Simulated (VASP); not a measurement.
Runs of VASP 6.6.1 on Ge. The structure is that of space group I4_1/amd (No. 141), or close to it. The cells are those of the table. 

| cell | gap on the mesh (eV) | pressure (GPa) |
| --- | --- | --- |
| a = 3.730 Å, angles 98.1, 98.1, 136.0°, 2 atoms | none | (a) |
| a = 4.047 Å, angles 96.2, 96.2, 141.7°, 2 atoms | none | (b) |
| a = 3.705 Å, angles 97.4, 97.4, 138.0°, 2 atoms | none | 16.0 |
| a = 3.718 Å, angles 97.7, 97.7, 137.0°, 2 atoms | none | 12.3 |
| a = 3.790 Å, angles 97.0, 97.0, 139.0°, 2 atoms | none | 9.1 |

Alike in all rows: task single point; level PBEsol; potentials or basis VASP PAW PBE potentials, release 64 (Ge_d); no spin polarisation; k mesh 20 × 20 × 20; cutoff (eV) 520; smearing gaussian 0.15 eV.

Q: Fill in the values left out.

A: (a) 9.3; (b) -3.0.

Caveats: the PAW data sets were made with another functional, which shifts forces and pressure a little; the cell stands under pressure (at least some runs).

A k mesh can miss the band edges, and the runs leave out spin-orbit coupling on Ge.

A gap of «none» marks levels without a gap at the run's occupations.
